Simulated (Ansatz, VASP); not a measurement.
## In in VASP and in Ansatz

```
In
1.0
     2.71595    0.00000    0.00000
     0.00000    2.71595    0.00000
     0.00000    0.00000    2.71595
In
1
Direct
  0.00000 0.00000 0.00000
```

Change from the starting cell: volume scaled by 0.68, LAPW.

Alike in both runs: task single point; functional PBE; k mesh 12 × 12 × 12; occupations fermi-dirac, width 0.05 eV; no spin polarisation.

|  | VASP | Ansatz |
| --- | --- | --- |
| version | VASP 6.6.1 | Ansatz 0.2.0 |
| potentials or method | VASP PAW PBE potentials, release 64 (In_d), cutoff 520 eV | all-electron LAPW, scalar-relativistic |

|  | VASP | Ansatz | Ansatz less VASP |
| --- | --- | --- | --- |
| pressure (GPa) | 33.3 | 33.2 | -0.03 |

Both programs put the cell under a high pressure, so it lies far from rest at this level. Ansatz ran all-electron here, and VASP with PAW potentials.
